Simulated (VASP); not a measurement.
Here is a VASP 6.6.1 calculation.

INCAR

```
ALGO = Normal
EDIFF = 1E-6
ENCUT = 600
GGA = PE
GGA_COMPAT = False
ISIF = 2
ISMEAR = -1
LASPH = True
LCHARG = True
LORBIT = 11
LORBMOM = True
LREAL = False
LSORBIT = True
LVHAR = True
LWAVE = False
MAGMOM = 0 0 0 0 0 0
NBANDS = 42
NELM = 200
PREC = Accurate
SIGMA = 0.05
```

Contents of KPOINTS:

```
k-points
0
Gamma
  7 7 7
```

File POSCAR:

```
As
1.0
    1.8807968987      1.0858785957      3.5140619945
   -1.8807968987      1.0858785957      3.5140619945
    0.0000000000     -2.1717571915      3.5140619945
As
2
Direct
    0.2260000000      0.2260000000      0.2260000000
    0.7740000000      0.7740000000      0.7740000000
```

Potentials or basis: VASP PAW PBE potentials, release 64 (As_d).

Command:

```sh
$ cat potpaw_PBE.64/As_d/POTCAR > POTCAR
$ mpirun -np 1 vasp_ncl > vasp.out
```

Problem. Estimate the largest force.

Solution. 0.405 eV/Å.

Problem. What does it give for the pressure?

Solution. 3.7 GPa.

Stress tensor (GPa, compression positive):
```
4.00 0.00 0.00
0.00 4.00 0.00
0.00 0.00 3.10
```

Caveat: the cell stands under pressure.
